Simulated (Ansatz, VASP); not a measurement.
**One calculation of AgCl, two programs**

```xyz
2
Lattice="3.3920 -0.0036 -0.0036 -0.0036 3.3920 -0.0036 -0.0036 -0.0036 3.3920" Properties=species:S:1:pos:R:3 pbc="T T T"
Ag    0.0000    0.0000    0.0000
Cl    1.6924    1.6924    1.6924
```

Change from the starting cell: shear_111 strain -0.3%.

Alike in both runs: task single point; functional r2SCAN; k mesh 8 × 8 × 8; no spin polarisation.

|  | VASP | Ansatz |
| --- | --- | --- |
| version | VASP 6.6.1 | Ansatz 0.2.0 |
| potentials or method | VASP PAW PBE potentials, release 64 (Ag, Cl) | plane waves, PAW |
| plane-wave cutoff (eV) | 520 | 500 |
| occupations | gaussian, width 0.01 eV | fixed |
| valence electrons in the cell | 18 | 26 |

VASP gave:

| Quantity | Value |
| --- | --- |
| gap on the k mesh at the Fermi level (eV) | 1.18 |
| pressure (GPa) | 0.1 |

Estimate Ansatz's values.

gap on the k mesh at the Fermi level (eV): 1.22; pressure (GPa): 0.1.

VASP's potentials were made for PBE, not for r2SCAN. VASP's potentials hold 18 valence electrons a cell and Ansatz's 26, so a difference there can come from the potentials and not from the codes.
